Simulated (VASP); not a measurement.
AgS, 2 atoms in the cell. It takes space group Fm-3m (No. 225, cubic). Conventional cell: a = 5.822 Å, b = 5.822 Å, c = 5.822 Å, α = 90.00°, β = 90.00°, γ = 90.00°. Ag (site symmetry m-3m) has 6 S at 2.91 Å within 3.8 Å. S (site symmetry m-3m) has 6 Ag at 2.91 Å within 3.8 Å. 

| Item | Value |
| --- | --- |
| Program | VASP 6.6.1 |
| Task | single point |
| Functional | PBE |
| Potentials or basis | VASP PAW PBE potentials, release 64 (Ag, S) |
| Cutoff | 520 eV |
| k mesh | 6 × 6 × 6 |
| Occupations | gaussian, width 0.1 eV |
| Spin | collinear spin, ferromagnetic start |
| Starting moments | [1.0, 0.0] μB |
| Dipole correction | no |
| Further INCAR settings | ALGO = Normal; EDIFF = 1e-06; NBANDS = 20 |

Potentials or basis: VASP PAW PBE potentials, release 64 (Ag, S).

Launch:

```console
$ cat potpaw_PBE.64/Ag/POTCAR potpaw_PBE.64/S/POTCAR > POTCAR
$ mpirun -np 1 vasp_std > vasp.out
```

Hardware: 1 thread of Intel(R) Xeon(R) Platinum 8488C (Sapphire Rapids), on a shared host.

How long does it take, and how much memory?

Run time: 25 s on 1 thread of Intel(R) Xeon(R) Platinum 8488C (Sapphire Rapids) (shared host), peak memory 0.2 GiB. Counts: scf iterations 17, k points 16.
